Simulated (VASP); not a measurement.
Write the native input for VASP 6.6.1 that does the following.

| Item | Value |
| --- | --- |
| Task | single point |
| Functional | PBE |
| Potentials or basis | VASP PAW PBE potentials, release 64 (Si, O) |
| Cutoff | 520 eV |
| k mesh | 6 × 6 × 4 |
| Occupations | gaussian, width 0.05 eV |
| Spin | no spin polarisation |
| Dipole correction | no |
| Further INCAR settings | ALGO = Normal; EDIFF = 1e-07; NBANDS = 34 |

The structure of SiO2 lies in POSCAR:

```
SiO2
1.0
    5.0287972619      0.0000000000      0.0000000000
   -2.5143986310      4.3550661793      0.0000000000
    0.0000000000      0.0000000000      5.4174953921
Si O
3 6
Direct
    0.0000000000      0.5000000000      0.3333333333
    0.5000000000      0.5000000000      0.6666666667
    0.5000000000      0.0000000000      0.0000000000
    0.5839605948      0.7919802974      0.8333333333
    0.7919802974      0.5839605948      0.5000000000
    0.7919802974      0.2080197026      0.1666666667
    0.4160394052      0.2080197026      0.8333333333
    0.2080197026      0.4160394052      0.5000000000
    0.2080197026      0.7919802974      0.1666666667
```

This cell differs from its parent crystal: strain -0.015 along x and y, -0.030 along z.

The input as run:

INCAR

```
PREC = Accurate ; ENCUT = 520
EDIFF = 1E-7 ; ISMEAR = 0
SIGMA = 0.05 ; LREAL = F
LASPH = T ; NELM = 80
ALGO = Normal ; ISIF = 2
LWAVE = F ; LCHARG = T
GGA = PE ; LELF = T
LVHAR = T ; NBANDS = 34
```

KPOINTS

```
regular mesh
0
Gamma
  6 6 4
```

Potentials or basis: VASP PAW PBE potentials, release 64 (Si, O).

Launch:

```console
$ cat potpaw_PBE.64/Si/POTCAR potpaw_PBE.64/O/POTCAR > POTCAR
$ mpirun -np 1 vasp_std > vasp.out
```

It gave:

```json
{
  "Pressure": "12.0 GPa",
  "Largest force": "0.458 eV/Å",
  "Band gap on the k mesh": "5.90 eV, indirect (least direct gap 6.14 eV)"
}
```

Caveat: the cell differs from its parent crystal (strain -0.015 along x and y, -0.030 along z).

Wall time 2.9 min on 1 thread of AMD EPYC 7R13, on a shared host, peak memory 0.22 GiB.
